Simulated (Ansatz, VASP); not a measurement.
One calculation of HfO2, two programs

Contents of INCAR:

```
SYSTEM = HfO2
PREC = Accurate ; ENCUT = 520
EDIFF = 1E-6 ; ISMEAR = -1
SIGMA = 0.01 ; LREAL = .False.
LASPH = .True. ; NELM = 80
ALGO = Normal ; ISIF = 2
LWAVE = .False. ; LCHARG = .True.
GGA = PE ; LELF = .True.
LVHAR = .True. ; NBANDS = 18
```

File KPOINTS:

```
Automatic mesh
0
Gamma
  9 9 9
  0 0 0
```

POSCAR

```
HfO2
1.0
    0.0000000000      2.5063500000      2.5575000000
    2.5063500000      0.0000000000      2.5575000000
    2.5063500000      2.5063500000      0.0000000000
Hf O
1 2
Direct
    0.0000000000      0.0000000000      0.0000000000
    0.2500000000      0.2500000000      0.2500000000
    0.7500000000      0.7500000000      0.7500000000
```

Input for Ansatz:

```yaml
crystal:
  lattice:
    - [0.0, 2.50635, 2.5575]
    - [2.50635, 0.0, 2.5575]
    - [2.50635, 2.50635, 0.0]
  atoms:
    - { symbol: Hf, position: [0.0, 0.0, 0.0] }
    - { symbol: O, position: [0.25, 0.25, 0.25] }
    - { symbol: O, position: [0.75, 0.75, 0.75] }
kpoints:
  mp_grid: { grid: [9, 9, 9] }
  band_path:
    path:
      - [0.0, 0.0, 0.0]
      - [0.0, 0.5, 0.5]
      - [0.25, 0.75, 0.5]
      - [0.0, 0.5, 0.0]
      - [0.0, 0.0, 0.0]
      - [0.5, 0.5, 0.0]
      - [0.37005, 0.62995, 0.0]
      - [-0.37005, 0.37005, 0.0]
      - [0.0, 0.0, 0.0]
    npoints: 5
scf:
  occupations: { method: fermi_dirac, width: 0.01 }
hamiltonian:
  xc: pbe
  pseudopotentials: { kind: all_electron, lapw: { basis_error: 0.001 } }
output:
  forces: true
  stress: true
  eigenvalues: true
```

Change from the starting cell: equal xx and yy strain of -2 %.

Alike in both runs: task single point; functional PBE; k mesh 9 × 9 × 9; occupations fermi-dirac, width 0.01 eV; no spin polarisation.

|  | VASP | Ansatz |
| --- | --- | --- |
| version | VASP 6.6.1 | Ansatz 0.2.0 |
| potentials or method | VASP PAW PBE potentials, release 64 (Hf_pv, O), cutoff 520 eV | all-electron LAPW, scalar-relativistic |

|  | VASP | Ansatz | Ansatz less VASP |
| --- | --- | --- | --- |
| gap on the k mesh at the Fermi level (eV) | 3.76 | 3.75 | -0.008 |
| pressure (GPa) | 4.0 | 7.9 | +3.92 |
| traceless stress, the component that is largest in VASP (GPa) | -6.44 | -6.32 | +0.117 |

Ansatz ran all-electron here, and VASP with PAW potentials.

Spin-orbit coupling is off throughout.
